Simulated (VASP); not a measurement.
A run of VASP 6.6.1 is set up as follows.

Contents of INCAR:

```
SYSTEM = BaTiO3
  PREC = Accurate
  ENCUT = 520
  EDIFF = 1E-8
  ISMEAR = -1
  SIGMA = 0.03
  LREAL = .False.
  LASPH = .True.
  NELM = 60
  ALGO = Normal
  ISIF = 2
  LWAVE = .False.
  LCHARG = .False.
  GGA = PS
  LEFG = .True.
  NBANDS = 28
```

The input KPOINTS:

```
regular mesh
0
Gamma
  7 7 7
  0 0 0
```

The input POSCAR:

```
BaTiO3
1.0
    3.9598020000      0.0000000000      0.0000000000
    0.0000000000      3.9598020000      0.0000000000
    0.0000000000      0.0000000000      4.0180000000
Ba Ti O
1 1 3
Direct
    0.0000000000      0.0000000000      0.0000000000
    0.5000000000      0.5000000000      0.5000000000
    0.5000000000      0.5000000000      0.0000000000
    0.5000000000      0.0000000000      0.5000000000
    0.0000000000      0.5000000000      0.5000000000
```

Potentials or basis: VASP PAW PBE potentials, release 64 (Ba_sv, Ti_sv, O).

The run is started by

```console
$ cat potpaw_PBE.64/Ba_sv/POTCAR potpaw_PBE.64/Ti_sv/POTCAR potpaw_PBE.64/O/POTCAR > POTCAR
$ mpirun -np 1 vasp_std > vasp.out
```

**Question.** Predict the band gap on the k mesh.

**Answer.** 1.78 eV (least direct gap 1.84 eV).

**Question.** Estimate the pressure.

**Answer.** 0.8 GPa.

Electric field gradients, principal values (V/Å²):
```tsv
atom	least	middle	greatest (by size)
1 Ba	-1.418	-1.418	2.837
2 Ti	-6.531	-6.531	13.061
3 O	-12.949	-12.949	25.899
4 O	-7.010	-11.899	18.910
5 O	-7.010	-11.899	18.910
```

Caveat: the cell differs from its parent crystal (equal xx and yy strain of -1 %); without QUAD_EFG the Cq values of the log hold for a quadrupole moment of 1 mb, not for the nuclei; the PAW data sets were made with another functional, which shifts forces and pressure a little; spin-orbit coupling is left out, which moves the levels of the heavy elements; an odd mesh through Γ misses points on the zone boundary, where band edges can lie.
